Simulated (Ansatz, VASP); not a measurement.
## Two plane-wave programs on KCl

Contents of POSCAR:

```
KCl
1.0
    0.0000000000      3.1464700000      3.1464700000
    3.1464700000      0.0000000000      3.1464700000
    3.1464700000      3.1464700000      0.0000000000
K Cl
1 1
Direct
    0.0000000000      0.0000000000      0.0000000000
    0.5000000000      0.5000000000      0.5000000000
```

Contents of INCAR.step1:

```
PREC = Accurate
ENCUT = 520
EDIFF = 1E-5
ISMEAR = -1
SIGMA = 0.05
LREAL = False
LASPH = True
NELM = 80
ALGO = Normal
ISIF = 2
LWAVE = True
LCHARG = False
GGA = PE
NBANDS = 15
LUSENCCL = False
```

The input INCAR.step2:

```
PREC = Accurate
ENCUT = 520
EDIFF = 1E-6
ISMEAR = -1
SIGMA = 0.05
LREAL = False
LASPH = True
NELM = 80
ALGO = Normal
ISIF = 2
LWAVE = False
LCHARG = False
GGA = PE
LHFCALC = True
HFSCREEN = 0.2079
PRECFOCK = Normal
ISTART = 1
NBANDS = 15
LUSENCCL = False
```

KPOINTS

```
Automatic mesh
0
Gamma
  6 6 6
```

input

```
crystal:
  lattice:
    - [0.0, 3.14647, 3.14647]
    - [3.14647, 0.0, 3.14647]
    - [3.14647, 3.14647, 0.0]
  atoms:
    - { symbol: K, position: [0.0, 0.0, 0.0] }
    - { symbol: Cl, position: [0.5, 0.5, 0.5] }
hamiltonian:
  xc: hse06
  pseudopotentials: { kind: paw }
kpoints:
  mp_grid: { grid: [6, 6, 6] }
  band_path:
    path:
      - [[0.0, 0.0, 0.0], [0.5, 0.0, 0.5], [0.5, 0.25, 0.75], [0.375, 0.375, 0.75], [0.0, 0.0, 0.0], [0.5, 0.5, 0.5], [0.625, 0.25, 0.625], [0.5, 0.25, 0.75], [0.5, 0.5, 0.5], [0.375, 0.375, 0.75]]
      - [[0.625, 0.25, 0.625], [0.5, 0.0, 0.5]]
    npoints: 4
scf:
  occupations: { method: fermi_dirac, width: 0.05 }
  n_extra_bands: 6
output:
  forces: true
  stress: true
  eigenvalues: true
  fatbands: false
```

Alike in both runs: functional HSE06; k mesh 6 × 6 × 6; occupations fermi-dirac, width 0.05 eV; no spin polarisation.

|  | VASP | Ansatz |
| --- | --- | --- |
| version | VASP 6.6.1 | Ansatz 0.2.0 |
| potentials or method | VASP PAW PBE potentials, release 64 (K_sv, Cl) | Ansatz PAW |
| plane-wave cutoff (eV) | 520 | 420 |
| valence electrons in the cell | 16 | 16 |
| task | single point | band structure |

```csv
,VASP,Ansatz,Ansatz less VASP
gap on the k mesh at the Fermi level (eV),6.50,6.50,+0.004
least direct gap on the mesh (eV),6.50,6.50,+0.004
pressure (GPa),0.5,0.5,-0.03
```
